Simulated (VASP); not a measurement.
# Bi (Im-3m) in VASP: notebook, part 2 of 2

VASP 6.6.1. The steps go on from the part before.

## 4. Relaxation of cell and atoms, r2SCAN, target pressure 10.1 GPa, at which the enthalpy is minimised

Input file POSCAR:

```
Bi
1.0
   -1.8962186621      1.8962186621      1.8962186621
    1.8962186621     -1.8962186621      1.8962186621
    1.8962186621      1.8962186621     -1.8962186621
Bi
1
Direct
    0.0000000000      0.0000000000      0.0000000000
```

Input file INCAR.step1:

```
PREC     = Accurate       # precision mode
ENCUT    = 600            # plane-wave cutoff, eV
ISMEAR   = -1             # smearing method
SIGMA    = 0.1            # smearing width, eV
LREAL    = F              # projectors in reciprocal space
LASPH    = T              # aspherical terms in the spheres
NELM     = 100            # most SCF steps
GGA      = PE             # functional
ALGO     = Normal         # electronic algorithm
EDIFF    = 1E-4           # SCF threshold, eV
LWAVE    = T              # write WAVECAR
LCHARG   = F              # write CHGCAR
```

Input file INCAR.step2:

```
PREC     = Accurate       # precision mode
ENCUT    = 600            # plane-wave cutoff, eV
EDIFF    = 1E-7           # SCF threshold, eV
ISMEAR   = -1             # smearing method
SIGMA    = 0.1            # smearing width, eV
LREAL    = F              # projectors in reciprocal space
LASPH    = T              # aspherical terms in the spheres
NELM     = 100            # most SCF steps
ALGO     = Normal         # electronic algorithm
ISIF     = 3              # what is computed and relaxed
LWAVE    = F              # write WAVECAR
LCHARG   = F              # write CHGCAR
METAGGA  = R2SCAN         # meta-GGA
LMIXTAU  = T            
IBRION   = 2              # ionic algorithm
NSW      = 80             # ionic steps
EDIFFG   = -0.002         # ionic threshold
PSTRESS  = 101.0        
ISTART   = 1
```

Input file KPOINTS:

```
Automatic mesh
0
Gamma
  16 16 16
```

Potentials or basis: VASP PAW PBE potentials, release 64 (Bi_d).

Command:

```sh
$ cat potpaw_PBE.64/Bi_d/POTCAR > POTCAR
$ cp INCAR.step1 INCAR
$ mpirun -np 1 vasp_std > vasp.out
$ cp INCAR.step2 INCAR
$ mpirun -np 1 vasp_std > vasp.out
```

OUTCAR:

```text
PREC = Accurate
   ENCUT = 600
   EDIFF = 1E-7
   ISMEAR = -1
   LREAL = F
   LASPH = T
   NELM = 100
   ISIF = 3
   METAGGA = R2SCAN
   IBRION = 2
   NSW = 80
   EDIFFG = -0.002
   PSTRESS = 101.0
   ISTART = 1

 ion  position               nearest neighbor table
   1  0.000  0.000  0.000-

  LATTYP: Found a body centered cubic cell.
 ALAT       =     3.7924373242

  Lattice vectors:

 A1 = (  -1.8962186621,   1.8962186621,   1.8962186621)
 A2 = (   1.8962186621,  -1.8962186621,   1.8962186621)
 A3 = (   1.8962186621,   1.8962186621,  -1.8962186621)

Analysis of symmetry for initial positions (statically):
=====================================================================
 Subroutine PRICEL returns:
 Original cell was already a primitive cell.

 Routine SETGRP: Setting up the symmetry group for a
 body centered cubic supercell.

 Subroutine GETGRP returns: Found 48 space group operations
 (whereof 48 operations were pure point group operations)
 out of a pool of 48 trial point group operations.

The static configuration has the point symmetry O_h .

Analysis of symmetry for dynamics (positions and initial velocities):
=====================================================================
 Subroutine PRICEL returns:
 Original cell was already a primitive cell.

 Routine SETGRP: Setting up the symmetry group for a
 body centered cubic supercell.

 Subroutine GETGRP returns: Found 48 space group operations
 (whereof 48 operations were pure point group operations)
 out of a pool of 48 trial point group operations.

The dynamic configuration has the point symmetry O_h .

 Subroutine INISYM returns: Found 48 space group operations
 (whereof 48 operations are pure point group operations),
 and found     1 'primitive' translations

----------------------------------------------------------------------------------------

                                     Primitive cell

  volume of cell :      27.2725

  direct lattice vectors                    reciprocal lattice vectors
    -1.896218662  1.896218662  1.896218662     0.000000000  0.263682670  0.263682670
     1.896218662 -1.896218662  1.896218662     0.263682670  0.000000000  0.263682670
     1.896218662  1.896218662 -1.896218662     0.263682670  0.263682670  0.000000000

  length of vectors
     3.284347065  3.284347065  3.284347065     0.372903608  0.372903608  0.372903608

  position of ions in fractional coordinates (direct lattice)
     0.000000000  0.000000000  0.000000000

  ion indices of the primitive-cell ions
   primitive index   ion index
                 1           1

----------------------------------------------------------------------------------------

 KPOINTS: Automatic mesh

Automatic generation of k-mesh.
 Grid dimensions read from file:
 generate k-points for:   16   16   16

 Generating k-lattice:

  Cartesian coordinates                     Fractional coordinates (reciprocal lattice)
     0.000000000  0.016480167  0.016480167     0.062500000  0.000000000  0.000000000
[... 51 lines left out ...]
   ISTART =      1    job   : 0-new  1-cont  2-samecut
   ICHARG =      0    charge: 1-file 2-atom 10-const
   ISPIN  =      1    spin polarized calculation?
   LNONCOLLINEAR =      F non collinear calculations
   LSORBIT =      F    spin-orbit coupling
   LASPH  =      T    aspherical Exc in radial PAW
   ENCUT  =  600.0 eV  44.10 Ry    6.64 a.u.   6.56  6.56  6.56*2*pi/ulx,y,z
   NELM   =    100;   NELMIN=  2; NELMDL=  0     # of ELM steps
   EDIFF  = 0.1E-06   stopping-criterion for ELM
   LREAL  =      F    real-space projection
   EDIFFG = -.2E-02   stopping-criterion for IOM
   NSW    =     80    number of steps for IOM
   IBRION =      2    ionic relax: 0-MD 1-quasi-New 2-CG
   NFREE  =      1    steps in history (QN), initial steepest desc. (CG)
   ISIF   =      3    stress and relaxation
   ISYM   =      2    0-nonsym 1-usesym 2-fastsym
   POTIM  = 0.5000    time-step for ionic-motion
   TEBEG  =    0.0;   TEEND  =   0.0 temperature during run
   PSTRESS=  101.0 pullay stress
   NELECT =      15.0000    total number of electrons
   NUPDOWN=      -1.0000    fix difference up-down
   EMIN   =  10.00;   EMAX   =-10.00  energy-range for DOS
   EFERMI =   0.00;   METHOD = LEGACY
   ISMEAR =    -1;   SIGMA  =   0.10  broadening in eV -4-tet -1-fermi 0-gaus
   EFERMI_NEDOS =   21; number of points for ismear=-14 and -15
   IALGO  =     38    algorithm
   IMIX   =      4    mixing-type and parameters
     AMIX     =   0.40;   BMIX     =  1.00
     AMIX_MAG =   1.60;   BMIX_MAG =  1.00
  volume/ion in A,a.u.               =      27.27       184.04
  Fermi-wavevector in a.u.,A,eV,Ry     =   1.341313  2.534714 24.478525  1.799121
  Thomas-Fermi vector in A             =   2.469557
   LORBIT       =      0    0 simple, 1 ext, 2 COOP (PROOUT), +10 PAW based schemes
   METAGGA = R2SCAN    functional components
   LHFCALC =     F    Hartree Fock is set to
   AEXX    =    0.0000 exact exchange contribution
   IVDW    =     0    specifies the selected vdW correction
   LEPSILON=     F    determine dielectric tensor
   LRPA    =     F    only Hartree local field effects (RPA)
 conjugate gradient relaxation of ions
 non-spin polarized calculation
  energy-cutoff  :      600.00
  volume of cell :       27.27
 maximum number of plane-waves:       941
 NGX is ok and might be reduce to    28
   NGX = 13   NGY = 13   NGZ = 13

--------------------------------------- Ionic step        1  -------------------------------------------

 number of electron      14.9999997 magnetization

 Free energy of the ion-electron system (eV)
  ---------------------------------------------------
  ext. energy  EPLUGINS =         0.00000000
  ---------------------------------------------------
  free energy    TOTEN  =       -58.17220914 eV

  energy without entropy =      -58.15509819  energy(sigma->0) =      -58.16365367

------------------------ aborting loop because EDIFF is reached ----------------------------------------

  FORCE on cell =-STRESS in cart. coord.  units (eV):
  Direction    XX          YY          ZZ          XY          YZ          ZX
  --------------------------------------------------------------------------------------
  -------------------------------------------------------------------------------------
  Total        1.7167351      1.7167351      1.7167351     -0.0000000     -0.0000000      0.0000000
  in kB      100.8529572    100.8529572    100.8529572     -0.0000000     -0.0000000      0.0000000
  external PRESSURE =      -0.1470428 kB  Pullay stress =     101.0000000 kB
[... 94 lines left out ...]
  energy  without entropy=      -58.1550190619  energy(sigma->0) =      -58.16357426

  enthalpy is  TOTEN    =       -56.4529707055 eV   P V=        1.7191587514

[... ionic steps 4 to 10 ...]

--------------------------------------- Ionic step       11  -------------------------------------------

 number of electron      14.9999997 magnetization

------------------------ aborting loop because EDIFF is reached ----------------------------------------
[... 69 lines left out ...]
--------------------------------------- Ionic step       13  -------------------------------------------

 number of electron      14.9999997 magnetization

 Free energy of the ion-electron system (eV)
  ---------------------------------------------------
  ext. energy  EPLUGINS =         0.00000000
  ---------------------------------------------------
  free energy    TOTEN  =       -58.17220900 eV

  energy without entropy =      -58.15509784  energy(sigma->0) =      -58.16365342

 E-fermi :   9.5976     XC(G=0): -11.7961

 val. band max:        9.5876131687   @ k =   0.3125   0.1250   0.0625
 cond. band min:       9.6849725937   @ k =   0.5000   0.5000   0.1875
 fundamental gap:      0.0973594250
 Fermi energy:         9.5976449803

 k-point     1 :       0.0000    0.0000    0.0000
  band No.  band energies     occupation
      1     -14.2970      2.00000
      2     -14.2970      2.00000
      3     -14.2970      2.00000
      4     -14.0795      2.00000
      5     -14.0795      2.00000
      6      -5.5720      2.00000
      7      16.0178      0.00000
      8      16.0178      0.00000
      9      16.0178      0.00000
     10      20.8616      0.00000
     11      20.8616      0.00000
[... 309 lines left out ...]
 k-point    24 :       0.2500    0.1875    0.0000
  band No.  band energies     occupation
      1     -14.3227      2.00000
      2     -14.2357      2.00000
      3     -14.1142      2.00000
      4     -14.1028      2.00000
      5     -14.0246      2.00000
      6      -2.5205      2.00000
      7       6.2354      2.00000
      8       9.3922      1.77281
      9      13.0598      0.00000
     10      18.7740      0.00000
     11      20.1852      0.00000

 [... further k-points ...]
[... 5 lines left out ...]
  --------------------------------------------------------------------------------------
  -------------------------------------------------------------------------------------
  Total        1.7212371      1.7212371      1.7212371     -0.0000000      0.0000000      0.0000000
  in kB      101.1174362    101.1174362    101.1174362     -0.0000000      0.0000000      0.0000000
  external PRESSURE =       0.1174362 kB  Pullay stress =     101.0000000 kB
[... 20 lines left out ...]
  energy  without entropy=      -58.1550978390  energy(sigma->0) =      -58.16365342

  enthalpy is  TOTEN    =       -56.4529709367 eV   P V=        1.7192380665

 reached required accuracy - stopping structural energy minimisation
```

Run time: 7.1 min. Hardware: 1 thread of Intel Xeon 6975P-C (Granite Rapids), shared host; peak memory 0.2 GiB.

Results:

- Free energy: -58.1722 eV
- Energy change on relaxing (the enthalpy is what falls): +0.0 meV/atom
- Ionic steps: 13
- Pressure after relaxing: 10.1 GPa

Final structure:
```
Bi
1.0
    -1.89622    1.89622    1.89622
     1.89622   -1.89622    1.89622
     1.89622    1.89622   -1.89622
Bi
1
Cartesian
  1.8962 1.8962 1.8962
```

Levels at points of the mesh, in eV from the Fermi level:
```csv
k point,band 6,band 7,band 8,band 9,band 10,band 11
"(0.00, 0.00, 0.00)",-15.17,6.42,6.42,6.42,11.26,11.26
"(0.50, 0.00, 0.00)",-11.07,-6.16,1.84,4.11,7.10,8.37
"(0.50, 0.50, 0.50)",-8.07,-2.30,-2.30,-2.30,3.86,3.86
```

Caveat: the cell is relaxed towards a set pressure, so the enthalpy falls and the energy may rise; the PAW data sets were made with another functional, which shifts forces and pressure a little; spin-orbit coupling is left out, which moves the levels of the heavy elements.

## 5. Single point, r2SCAN

This run uses another cell than the first one, of 31.12 Å³/atom, 1.142 times its volume.

Input file POSCAR:

```
Bi
1.0
   -1.9814305318      1.9814305318      1.9814305318
    1.9814305318     -1.9814305318      1.9814305318
    1.9814305318      1.9814305318     -1.9814305318
Bi
1
Direct
    0.0000000000      0.0000000000      0.0000000000
```

Input file INCAR.step1:

```
SYSTEM = Bi
PREC     = Accurate       ! precision mode
ENCUT    = 520            ! plane-wave cutoff, eV
ISMEAR   = 0              ! smearing method
SIGMA    = 0.1            ! smearing width, eV
LREAL    = .FALSE.        ! projectors in reciprocal space
LASPH    = .TRUE.         ! aspherical terms in the spheres
NELM     = 100            ! most SCF steps
NBANDS   = 14             ! bands
GGA      = PE             ! functional
ALGO     = Normal         ! electronic algorithm
EDIFF    = 1E-4           ! SCF threshold, eV
LWAVE    = .TRUE.         ! write WAVECAR
LCHARG   = .FALSE.        ! write CHGCAR
```

Input file INCAR.step2:

```
SYSTEM = Bi
PREC     = Accurate       ! precision mode
ENCUT    = 520            ! plane-wave cutoff, eV
EDIFF    = 1E-7           ! SCF threshold, eV
ISMEAR   = 0              ! smearing method
SIGMA    = 0.1            ! smearing width, eV
LREAL    = .FALSE.        ! projectors in reciprocal space
LASPH    = .TRUE.         ! aspherical terms in the spheres
NELM     = 100            ! most SCF steps
ALGO     = Normal         ! electronic algorithm
ISIF     = 2              ! what is computed and relaxed
LWAVE    = .FALSE.        ! write WAVECAR
LCHARG   = .TRUE.         ! write CHGCAR
METAGGA  = R2SCAN         ! meta-GGA
LMIXTAU  = .TRUE.       
LELF     = .TRUE.         ! ELF
LVHAR    = .TRUE.       
NBANDS   = 14             ! bands
ISTART   = 1
```

Input file KPOINTS:

```
Automatic mesh
0
G
  6 6 6
  0 0 0
```

Command:

```sh
$ cat potpaw_PBE.64/Bi_d/POTCAR > POTCAR
$ cp INCAR.step1 INCAR
$ mpirun -np 1 vasp_std > vasp.out
$ cp INCAR.step2 INCAR
$ mpirun -np 1 vasp_std > vasp.out
```

Run time: 18 s. Hardware: 1 thread of Intel Xeon 6975P-C (Granite Rapids), shared host; peak memory 0.16 GiB.

Results (log left out):

```yaml
Free_energy: -58.2531 eV
Pressure: 0.4 GPa
```

Levels at points of the mesh, in eV from the Fermi level:
```
           k point  band 3  band 4  band 5  band 6  band 7  band 8  band 9  band 10  band 11  band 12
(0.00, 0.00, 0.00)  -23.42  -23.28  -23.28  -13.80    5.66    5.66    5.66    10.44    11.60    11.60
(0.50, 0.00, 0.00)  -23.29  -23.29  -23.19  -10.56   -4.99    1.88    4.03     6.89     8.31    13.60
(0.50, 0.50, 0.50)  -23.21  -23.21  -23.21   -8.25   -1.66   -1.66   -1.66     4.33     4.33    16.55
```

Caveat: the k points lie up to 0.37 Å⁻¹ apart; the PAW data sets were made with another functional, which shifts forces and pressure a little; spin-orbit coupling is left out, which moves the levels of the heavy elements.

## 6. Relaxation of cell and atoms, r2SCAN

This run uses another cell than the first one, of 31.06 Å³/atom, 1.140 times its volume.

Input file POSCAR:

```
Bi
1.0
   -1.9801954218      1.9801954218      1.9801954218
    1.9801954218     -1.9801954218      1.9801954218
    1.9801954218      1.9801954218     -1.9801954218
Bi
1
Direct
    0.0000000000      0.0000000000      0.0000000000
```

Input file INCAR.step1:

```
SYSTEM = Bi
ALGO     = Normal         ! electronic algorithm
EDIFF    = 1E-4           ! SCF threshold, eV
ENCUT    = 600            ! plane-wave cutoff, eV
GGA      = PE             ! functional
ISMEAR   = -1             ! smearing method
LASPH    = .TRUE.         ! aspherical terms in the spheres
LCHARG   = .FALSE.        ! write CHGCAR
LREAL    = .FALSE.        ! projectors in reciprocal space
LWAVE    = .TRUE.         ! write WAVECAR
NELM     = 100            ! most SCF steps
PREC     = Accurate       ! precision mode
SIGMA    = 0.15           ! smearing width, eV
```

Input file INCAR.step2:

```
SYSTEM = Bi
ALGO     = Normal         ! electronic algorithm
EDIFF    = 1E-6           ! SCF threshold, eV
EDIFFG   = -0.001         ! ionic threshold
ENCUT    = 600            ! plane-wave cutoff, eV
IBRION   = 2              ! ionic algorithm
ISIF     = 3              ! what is computed and relaxed
ISMEAR   = -1             ! smearing method
ISTART   = 1            
LASPH    = .TRUE.         ! aspherical terms in the spheres
LCHARG   = .FALSE.        ! write CHGCAR
LMIXTAU  = .TRUE.       
LREAL    = .FALSE.        ! projectors in reciprocal space
LWAVE    = .FALSE.        ! write WAVECAR
METAGGA  = R2SCAN         ! meta-GGA
NELM     = 100            ! most SCF steps
NSW      = 80             ! ionic steps
PREC     = Accurate       ! precision mode
SIGMA    = 0.15           ! smearing width, eV
```

Input file KPOINTS:

```
k-points
0
G
  16 16 16
  0 0 0
```

Potentials or basis: VASP PAW PBE potentials, release 64 (Bi_d).

Command:

```sh
$ cat potpaw_PBE.64/Bi_d/POTCAR > POTCAR
$ cp INCAR.step1 INCAR
$ mpirun -np 1 vasp_std > vasp.out
$ cp INCAR.step2 INCAR
$ mpirun -np 1 vasp_std > vasp.out
```

Run time: 7.8 min. Hardware: 1 thread of Intel Xeon Platinum 8259CL at 2.50GHz (Skylake/Cascade Lake), shared host; peak memory 0.21 GiB.

It converged, with:

* Free energy: -58.2934 eV
* Relaxed volume: 31.20 Å³/atom
* Relaxed cell: a = 3.435 Å, b = 3.435 Å, c = 3.435 Å, α = 109.47°, β = 109.47°, γ = 109.47°
* Space group after relaxing (to 0.05 Å): Im-3m (No. 229)
* Energy gained by relaxing: 0.1 meV/atom
* Ionic steps: 3
* Pressure after relaxing: 0.0 GPa

Step by step:
```tsv
step	energy change (eV)	largest force (eV/Å)	pressure (GPa)	volume (Å³)
1	0.0000	0.0000	0.24	31.06
2	-0.0001	0.0000	-0.11	31.26
3	-0.0001	0.0000	0.00	31.20
```

Final structure:
```
Bi
1.0
    -1.98328    1.98328    1.98328
     1.98328   -1.98328    1.98328
     1.98328    1.98328   -1.98328
Bi
1
Direct
  0.00000 0.00000 0.00000
```

Levels at points of the mesh, in eV from the Fermi level:
| k point | band 5 | band 6 | band 7 | band 8 | band 9 | band 10 |
| --- | --- | --- | --- | --- | --- | --- |
| (0.00, 0.00, 0.00) | -23.60 | -14.10 | 5.32 | 5.32 | 5.32 | 10.09 |
| (0.50, 0.00, 0.00) | -23.51 | -10.87 | -5.29 | 1.56 | 3.71 | 6.56 |
| (0.50, 0.50, 0.50) | -23.53 | -8.57 | -1.97 | -1.97 | -1.97 | 4.01 |

Caveat: the PAW data sets were made with another functional, which shifts forces and pressure a little; spin-orbit coupling is left out, which moves the levels of the heavy elements.

## 7. Summary

```csv
task,cell,k mesh,cutoff (eV),smearing,gap on the mesh (eV),pressure (GPa)
single point,"a = 3.284 Å, angles 109.5°, 1 atom",16 × 16 × 16,520,fermi-dirac 0.1 eV,none,10.1
relaxation of cell and atoms,"relaxed to 10.1 GPa from a = 3.284 Å, angles 109.5°, 1 atom",16 × 16 × 16,600,fermi-dirac 0.1 eV,none,10.1
single point,"a = 3.432 Å, angles 109.5°, 1 atom",6 × 6 × 6,520,gaussian 0.1 eV,none,0.4
relaxation of cell and atoms,"relaxed from a = 3.430 Å, angles 109.5°, 1 atom",16 × 16 × 16,600,fermi-dirac 0.15 eV,none,0.0
```

Alike in all rows: level r2SCAN; potentials or basis VASP PAW PBE potentials, release 64 (Bi_d); no spin polarisation.

Caveats: some runs use coarse meshes; the PAW data sets were made with another functional, which shifts forces and pressure a little; spin-orbit coupling is left out, which moves the levels of the heavy elements; the cell is relaxed towards a set pressure, so the enthalpy falls and the energy may rise (some runs).

Absolute energies hang on the potentials; compare differences alone.
